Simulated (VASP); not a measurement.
Runs of VASP 6.6.1 on Ta4O. The structure is that of space group P-43m (No. 215), or close to it. The cells are those of the table. 

```tsv
task	potentials or basis	spin	cell	k mesh	cutoff (eV)	second run	gap on the mesh (eV)	pressure (GPa)	moment (μB)	relaxed volume (Å³/atom)	largest force (eV/Å)
relaxation of cell and atoms	VASP PAW PBE potentials, release 64 (Ta_pv, O)	off	relaxed from a = 4.396 Å, 5 atoms	8 × 8 × 8	600	-	none	0.1	-	(a)	-
single point	VASP PAW PBE potentials, release 64 (Ta_pv, O)	collinear, ferromagnetic start	a = 4.396 Å, 5 atoms	4 × 4 × 4	520	-	none	0.1	0.00	-	0.06
single point	VASP PAW PBE potentials, release 64 (Ta_pv, O)	off	a = 4.396 Å, 5 atoms	4 × 4 × 4	520	-	none	0.1	-	-	0.06
single point	VASP PAW PBE potentials, release 64 (Ta_pv, O)	off	a = 4.394 Å, 5 atoms	8 × 8 × 8	520	-	none	0.2	-	-	0.05
relaxation of cell and atoms	VASP PAW PBE potentials, release 64 (Ta_pv, O)	off	relaxed from a = 4.537 Å, 5 atoms	4 × 4 × 4	600	-	none	0.2	-	16.97	0.04
single point	VASP PAW PBE potentials, release 64 (Ta_sv_GW, O)	off	a = 4.396 Å, 5 atoms	4 × 4 × 4	600	valence_matched	none	-0.4	-	-	0.04
single point	VASP PAW PBE potentials, release 64 (Ta_sv_GW, O)	off	a = 4.394 Å, 5 atoms	8 × 8 × 8	600	valence_matched	none	-0.3	-	-	0.04
single point	VASP PAW PBE potentials, release 64 (Ta_pv, O)	off	a = 4.537 Å, 5 atoms	4 × 4 × 4	520	-	none	-6.3	-	-	3.94
single point	VASP PAW PBE potentials, release 64 (Ta_sv_GW, O)	collinear, ferromagnetic start	a = 4.396 Å, 5 atoms	4 × 4 × 4	600	valence_matched	none	-0.3	0.00	-	0.04
single point	VASP PAW PBE potentials, release 64 (Ta_pv, O)	collinear, ferromagnetic start	a = 4.537 Å, 5 atoms	4 × 4 × 4	520	-	none	-6.3	0.00	-	3.94
```

Alike in all rows: level PBE; smearing gaussian 0.1 eV.

Problem. Fill in the values left out.

Solution. (a) 16.98.

Caveats: spin-orbit coupling is left out, which moves the levels of the heavy elements; forces of over 1 eV/Å act on the atoms, so gaps and moduli don't describe the material at rest (some runs).

A k mesh can miss the band edges, and the runs leave out spin-orbit coupling on Ta.

A gap of «none» marks levels without a gap at the run's occupations.

The runs don't all hold the same shells in valence.
